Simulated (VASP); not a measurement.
# WC (Qusongite) (P-6m2) in VASP: notebook, part 2 of 2

VASP 6.6.1. The steps go on from the part before.

## 3. Single point, r2SCAN

This run uses another cell than the first one, of 10.58 Å³/atom, 1.020 times its volume.

File POSCAR:

```
WC
1.0
    2.9257489053      0.0000000000      0.0000000000
   -1.4628744527      2.5337728771      0.0000000000
    0.0000000000      0.0000000000      2.8553859779
W C
1 1
Direct
    0.0000000000      0.0000000000      0.0000000000
    0.6666666667      0.3333333333      0.5000000000
```

File INCAR.step1:

```
SYSTEM = WC
PREC = Accurate ; ENCUT = 520
ISMEAR = -1 ; SIGMA = 0.05
LREAL = .FALSE. ; LASPH = .TRUE.
NELM = 80 ; NBANDS = 16
GGA = PE ; ALGO = Normal
EDIFF = 1E-4 ; LWAVE = .TRUE.
LCHARG = .FALSE.
```

File INCAR.step2:

```
SYSTEM = WC
PREC = Accurate ; ENCUT = 520
EDIFF = 1E-6 ; ISMEAR = -1
SIGMA = 0.05 ; LREAL = .FALSE.
LASPH = .TRUE. ; NELM = 80
ALGO = Normal ; ISIF = 2
LWAVE = .FALSE. ; LCHARG = .FALSE.
METAGGA = R2SCAN ; LMIXTAU = .TRUE.
NBANDS = 16 ; ISTART = 1
```

File KPOINTS:

```
regular mesh
0
G
  10 10 9
  0 0 0
```

Potentials or basis: VASP PAW PBE potentials, release 64 (W_sv, C).

Command:

```console
> cat potpaw_PBE.64/W_sv/POTCAR potpaw_PBE.64/C/POTCAR > POTCAR
> cp INCAR.step1 INCAR
> mpirun -np 1 vasp_std > vasp.out
> cp INCAR.step2 INCAR
> mpirun -np 1 vasp_std > vasp.out
```

OUTCAR:

```text
SYSTEM = WC
   PREC = Accurate
   ENCUT = 520
   EDIFF = 1E-6
   ISMEAR = -1
   LREAL = .FALSE.
   LASPH = .TRUE.
   NELM = 80
   ISIF = 2
   METAGGA = R2SCAN
   ISTART = 1

 ion  position               nearest neighbor table
   1  0.000  0.000  0.000-   2 2.21   2 2.21   2 2.21   2 2.21   2 2.21   2 2.21
   2  0.667  0.333  0.500-   1 2.21   1 2.21   1 2.21   1 2.21   1 2.21   1 2.21

  LATTYP: Found a hexagonal cell.
 ALAT       =     2.9257489053
 C/A-ratio  =     0.9759504559

  Lattice vectors:

[... 192 lines left out ...]
      6       6.3071      2.00000
[... 433 lines left out ...]
      3     -28.7325      2.00000
      4     -28.5854      2.00000
      5      -0.9805      2.00000
      6       3.6261      2.00000
[... 8 lines left out ...]
     15      24.6669      0.00000
     16      28.9462      0.00000

 [... further k-points ...]
[... 5 lines left out ...]
  --------------------------------------------------------------------------------------
  -------------------------------------------------------------------------------------
  Total       -0.4918327     -0.4918327     -0.8778424      0.0000000      0.0000000      0.0000000
  in kB      -37.2270330    -37.2270330    -66.4442733      0.0000000      0.0000000      0.0000000
  external PRESSURE =     -46.9661131 kB  Pullay stress =       0.0000000 kB

 VOLUME and BASIS-vectors are now :
 -----------------------------------------------------------------------------
  energy-cutoff  :      520.00
  volume of cell :       21.17
      direct lattice vectors                 reciprocal lattice vectors
     2.925748905  0.000000000  0.000000000     0.341792831  0.197334183  0.000000000
    -1.462874453  2.533772877  0.000000000     0.000000000  0.394668366  0.000000000
     0.000000000  0.000000000  2.855385978     0.000000000  0.000000000  0.350215350

 POSITION                                       TOTAL-FORCE (eV/Angst)
 -----------------------------------------------------------------------------------
      0.00000      0.00000      0.00000         0.000000      0.000000      0.000000
      1.46287      0.84459      1.42769        -0.000000      0.000000      0.000000
 -----------------------------------------------------------------------------------
    total drift:                               -0.000000      0.000000      0.000000

  FREE ENERGIE OF THE ION-ELECTRON SYSTEM (eV)
  ---------------------------------------------------
  free  energy   TOTEN  =       -61.6142364174 eV

  energy  without entropy=      -61.6121994739  energy(sigma->0) =      -61.61321795
```

OUTCAR.step1:

```text
SYSTEM = WC
   PREC = Accurate
   ENCUT = 520
   ISMEAR = -1
   LREAL = .FALSE.
   LASPH = .TRUE.
[... 678 lines left out ...]
      0.00000      0.00000      0.00000         0.000000      0.000000      0.000000
      1.46287      0.84459      1.42769        -0.000000     -0.000000      0.000000
 -----------------------------------------------------------------------------------
    total drift:                               -0.000000      0.000000      0.000000

  FREE ENERGIE OF THE ION-ELECTRON SYSTEM (eV)
  ---------------------------------------------------
  free  energy   TOTEN  =       -22.4537738905 eV

  energy  without entropy=      -22.4518603413  energy(sigma->0) =      -22.45281712
```

Run time: 34 s. Hardware: 1 thread of Intel Xeon Platinum 8488C (Sapphire Rapids), shared host; peak memory 0.16 GiB.

What came out:

```yaml
Free_energy: -61.6142 eV
Pressure: -4.7 GPa
Band_gap_on_the_k_mesh: zero (band 9 reaches 11.37 eV, above the bottom of band 10 at 10.18 eV)
```

Caveat: the PAW data sets were made with another functional, which shifts forces and pressure a little; spin-orbit coupling is left out, which moves the levels of the heavy elements.

## 4. Single point, r2SCAN

This run uses another cell than the first one, of 10.79 Å³/atom, 1.040 times its volume.

File POSCAR:

```
WC
1.0
    2.9447478072      0.0000000000      0.0000000000
   -1.4723739036      2.5502264088      0.0000000000
    0.0000000000      0.0000000000      2.8739279649
W C
1 1
Direct
    0.0000000000      0.0000000000      0.0000000000
    0.6666666667      0.3333333333      0.5000000000
```

File INCAR.step1:

```
PREC = Accurate
ENCUT = 520
ISMEAR = -1
SIGMA = 0.05
LREAL = False
LASPH = True
NELM = 60
NBANDS = 16
GGA = PE
ALGO = Normal
EDIFF = 1E-4
LWAVE = True
LCHARG = False
```

File INCAR.step2:

```
PREC = Accurate
ENCUT = 520
EDIFF = 1E-6
ISMEAR = -1
SIGMA = 0.05
LREAL = False
LASPH = True
NELM = 60
ALGO = Normal
ISIF = 2
LWAVE = False
LCHARG = False
METAGGA = R2SCAN
LMIXTAU = True
NBANDS = 16
ISTART = 1
```

File KPOINTS:

```
regular mesh
0
Gamma
  10 10 9
```

Command:

```console
> cat potpaw_PBE.64/W_sv/POTCAR potpaw_PBE.64/C/POTCAR > POTCAR
> cp INCAR.step1 INCAR
> mpirun -np 1 vasp_std > vasp.out
> cp INCAR.step2 INCAR
> mpirun -np 1 vasp_std > vasp.out
```

Run time: 34 s. Hardware: 1 thread of Intel Xeon Platinum 8488C (Sapphire Rapids), shared host; peak memory 0.16 GiB.

Results (log left out):

* Free energy: -61.5930 eV
* Pressure: -11.9 GPa
* Band gap on the k mesh: zero (band 9 reaches 11.09 eV, above the bottom of band 10 at 9.93 eV)

Stress tensor (GPa, compression positive):
```
-10.55   0.00   0.00
  0.00 -10.55   0.00
  0.00   0.00 -14.52
```

Levels at points of the mesh, in eV from the Fermi level:
```tsv
k point	band 7	band 8	band 9	band 10	band 11	band 12
(0.00, 0.00, 0.00)	-3.35	-3.35	0.05	3.20	3.20	5.70
(0.50, 0.00, 0.00)	-3.62	-3.54	-0.52	2.34	4.47	4.81
```

Caveat: the PAW data sets were made with another functional, which shifts forces and pressure a little; spin-orbit coupling is left out, which moves the levels of the heavy elements.

## 5. Single point, r2SCAN

This run uses another cell than the first one, of 11.00 Å³/atom, 1.060 times its volume.

File POSCAR:

```
WC
1.0
    2.9635046684      0.0000000000      0.0000000000
   -1.4817523342      2.5664703270      0.0000000000
    0.0000000000      0.0000000000      2.8922337321
W C
1 1
Direct
    0.0000000000      0.0000000000      0.0000000000
    0.6666666667      0.3333333333      0.5000000000
```

File INCAR.step1:

```
  PREC = Accurate
  ENCUT = 520
  ISMEAR = -1
  SIGMA = 0.05
  LREAL = F
  LASPH = T
  NELM = 60
  NBANDS = 16
  GGA = PE
  ALGO = Normal
  EDIFF = 1E-4
  LWAVE = T
  LCHARG = F
```

File INCAR.step2:

```
  PREC = Accurate
  ENCUT = 520
  EDIFF = 1E-7
  ISMEAR = -1
  SIGMA = 0.05
  LREAL = F
  LASPH = T
  NELM = 60
  ALGO = Normal
  ISIF = 2
  LWAVE = F
  LCHARG = F
  METAGGA = R2SCAN
  LMIXTAU = T
  NBANDS = 16
  ISTART = 1
```

KPOINTS is that of step 4.

Command:

```console
> cat potpaw_PBE.64/W_sv/POTCAR potpaw_PBE.64/C/POTCAR > POTCAR
> cp INCAR.step1 INCAR
> mpirun -np 1 vasp_std > vasp.out
> cp INCAR.step2 INCAR
> mpirun -np 1 vasp_std > vasp.out
```

Wall time 41 s (1 thread of Intel Xeon Platinum 8488C (Sapphire Rapids), shared host); peak memory 0.16 GiB.

Results (log left out):

```yaml
Free_energy: -61.5540 eV
Pressure: -18.3 GPa
Band_gap_on_the_k_mesh: zero (band 9 reaches 10.82 eV, above the bottom of band 10 at 9.69 eV)
```

Stress tensor (GPa, compression positive):
```
-16.67   0.00   0.00
  0.00 -16.67   0.00
  0.00   0.00 -21.56
```

Levels at points of the mesh, in eV from the Fermi level:
```tsv
k point	band 7	band 8	band 9	band 10	band 11	band 12
(0.00, 0.00, 0.00)	-3.27	-3.27	0.05	3.11	3.11	5.59
(0.50, 0.00, 0.00)	-3.54	-3.45	-0.51	2.28	4.36	4.69
```

Caveat: the PAW data sets were made with another functional, which shifts forces and pressure a little; spin-orbit coupling is left out, which moves the levels of the heavy elements.

## 6. Summary

```csv
level,cell,k mesh,gap on the mesh (eV),pressure (GPa)
PBEsol,"a = 2.906, b = 2.907, c = 2.837 Å, angles 90.0, 90.0, 120.0°, 2 atoms",8 × 8 × 6,none,-2.2
r2SCAN,"a = 2.926, b = 2.926, c = 2.855 Å, angles 90.0, 90.0, 120.0°, 2 atoms",10 × 10 × 9,none,-4.7
r2SCAN,"a = 2.945, b = 2.945, c = 2.874 Å, angles 90.0, 90.0, 120.0°, 2 atoms",10 × 10 × 9,none,-11.9
r2SCAN,"a = 2.964, b = 2.964, c = 2.892 Å, angles 90.0, 90.0, 120.0°, 2 atoms",10 × 10 × 9,none,-18.3
```

Alike in all rows: task single point; potentials or basis VASP PAW PBE potentials, release 64 (W_sv, C); no spin polarisation; cutoff (eV) 520; smearing fermi-dirac 0.05 eV.

Caveats: some runs use coarse meshes; the PAW data sets were made with another functional, which shifts forces and pressure a little; spin-orbit coupling is left out, which moves the levels of the heavy elements.

Absolute energies hang on the potentials; compare differences alone.
